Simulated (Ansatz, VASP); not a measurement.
# One calculation of Ta2C, two programs

```
Ta C
1.0
     3.10590    0.00000    0.00000
    -1.55295    2.68979    0.00000
     0.00000    0.00000    4.94640
Ta C
2 1
Cartesian
  0.0000 1.7932 1.2465
  1.5530 0.8966 3.6999
  0.0000 0.0000 0.0000
```

Alike in both runs: task single point; functional r2SCAN; k mesh 18 × 18 × 10; occupations gaussian, width 0.1 eV; no spin polarisation.

```csv
,VASP,Ansatz
version,VASP 6.6.1,Ansatz 0.2.0
potentials or method,"VASP PAW PBE potentials, release 64 (Ta_pv, C), cutoff 520 eV","scalar-relativistic, plane waves, PAW"
valence electrons in the cell,26,30
```

Ansatz gave:

```
gap on the k mesh at the Fermi level (eV)                     : none
pressure (GPa)                                                : 1.1
traceless stress, the component that is largest in VASP (GPa) : -0.38
rms of the force components (eV/Å)                            : 0.116
```

Q: What did VASP give for the same quantities?

A: gap on the k mesh at the Fermi level (eV): none; pressure (GPa): 1.9; traceless stress, the component that is largest in VASP (GPa): -0.42; rms of the force components (eV/Å): 0.138.

VASP's potentials were made for PBE, not for r2SCAN. Atom by atom the forces differ by 0.022 eV/Å (rms over components). A gap of «none» marks a metal or a gap that the smearing closes. VASP's potentials hold 26 valence electrons a cell and Ansatz's 30, so a difference there can come from the potentials and not from the codes.

Spin-orbit coupling is off throughout.
